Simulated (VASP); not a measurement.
Here is a VASP 6.6.1 calculation.

INCAR

```
SYSTEM = B
PREC = Accurate ; ENCUT = 600
EDIFF = 1E-6 ; ISMEAR = 0
SIGMA = 0.1 ; LREAL = .False.
LASPH = .True. ; NELM = 60
ALGO = Normal ; ISIF = 3
LWAVE = .False. ; LCHARG = .False.
GGA = PE ; IBRION = 2
NSW = 100 ; EDIFFG = -0.01
```

The input KPOINTS:

```
Automatic mesh
0
Gamma
  18 18 18
  0 0 0
```

Contents of POSCAR:

```
B
1.0
    0.0000000000      2.0247084311      2.0247084311
    2.0247084311      0.0000000000      2.0247084311
    2.0247084311      2.0247084311      0.0000000000
B
2
Direct
    0.0000000000      0.0000000000      0.0000000000
    0.2500000000      0.2500000000      0.2500000000
```

Potentials or basis: VASP PAW PBE potentials, release 64 (B).

Launch:

```sh
$ cat potpaw_PBE.64/B/POTCAR > POTCAR
$ mpirun -np 1 vasp_std > vasp.out
```

Task: What does it give for the relaxed cell?

Result: a = 2.865 Å, b = 2.865 Å, c = 2.865 Å, α = 60.00°, β = 60.00°, γ = 60.00°.

Task: What does it give for the space group after relaxing (to 0.1 Å)?

Result: Fd-3m (No. 227).

Task: What does it give for the band gap on the k mesh?

Result: Zero (bands 3 and 4 overlap by 7.11 eV).

Task: Estimate the relaxed volume.

Result: 8.31 Å³/atom.

Final structure:
```xyz
2
Lattice="0.0000 2.0257 2.0257 2.0257 0.0000 2.0257 2.0257 2.0257 0.0000" Properties=species:S:1:pos:R:3 pbc="T T T"
B     4.0514    4.0514    4.0514
B     1.0129    1.0129    1.0129
```
